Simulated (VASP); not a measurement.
Here is a VASP 6.6.1 calculation.

INCAR

```
PREC = Accurate
ENCUT = 520
EDIFF = 1E-6
ISMEAR = -1
SIGMA = 0.1
LREAL = F
LASPH = T
NELM = 100
ALGO = Normal
ISIF = 2
LWAVE = F
LCHARG = F
GGA = RP
NBANDS = 16
```

The input KPOINTS:

```
regular mesh
0
Gamma
  13 13 4
```

Contents of POSCAR:

```
Si
1.0
    2.7304541471      0.0000000000      0.0000000000
   -1.3652270736      2.3646426553      0.0000000000
    0.0000000000      0.0000000000      9.0571669466
Si
4
Direct
    0.0000000000      0.0000000000      0.0000000000
    0.0000000000      0.0000000000      0.5000000000
    0.3333333333      0.6666666667      0.2500000000
    0.6666666667      0.3333333333      0.7500000000
```

Potentials or basis: VASP PAW PBE potentials, release 64 (Si).

Command:

```console
$ cat potpaw_PBE.64/Si/POTCAR > POTCAR
$ mpirun -np 1 vasp_std > vasp.out
```

(1) Predict the pressure.

(2) Predict the band gap on the k mesh.

## Answers

(1) -0.4 GPa.

(2) zero (bands 8 and 9 overlap by 11.72 eV).

Caveat: the PAW data sets were made with another functional, which shifts forces and pressure a little.
